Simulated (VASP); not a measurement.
Here is a VASP 6.6.1 calculation.

File INCAR:

```
ALGO     = Normal         # electronic algorithm
EDIFF    = 1E-6           # SCF threshold, eV
ENCUT    = 520            # plane-wave cutoff, eV
GGA      = RP             # functional
ISIF     = 2              # what is computed and relaxed
ISMEAR   = -1             # smearing method
LASPH    = True           # aspherical terms in the spheres
LCHARG   = False          # write CHGCAR
LREAL    = False          # projectors in reciprocal space
LWAVE    = False          # write WAVECAR
NBANDS   = 22             # bands
NELM     = 100            # most SCF steps
PREC     = Accurate       # precision mode
SIGMA    = 0.1            # smearing width, eV
```

KPOINTS

```
k-points
0
Gamma
  15 15 4
```

POSCAR

```
Re
1.0
    2.8941208627      0.0000000000      0.0000000000
   -1.4470604313      2.5063821887      0.0000000000
    0.0000000000      0.0000000000      9.3306030309
Re
4
Direct
    0.0000000000      1.0000000000      1.0000000000
    0.0000000000      1.0000000000      0.5000000000
    0.3333333333      0.6666666667      0.2500000000
    0.6666666667      0.3333333333      0.7500000000
```

Potentials or basis: VASP PAW PBE potentials, release 64 (Re).

Command:

```bash
$ cat potpaw_PBE.64/Re/POTCAR > POTCAR
$ mpirun -np 1 vasp_std > vasp.out
```

(1) Estimate the pressure.

(2) What does it give for the band gap on the k mesh?

## Answers

(1) -31.7 GPa.

(2) zero (band 14 reaches 7.42 eV, above the bottom of band 15 at 5.34 eV).

Caveat: the PAW data sets were made with another functional, which shifts forces and pressure a little; spin-orbit coupling is left out, which moves the levels of the heavy elements.
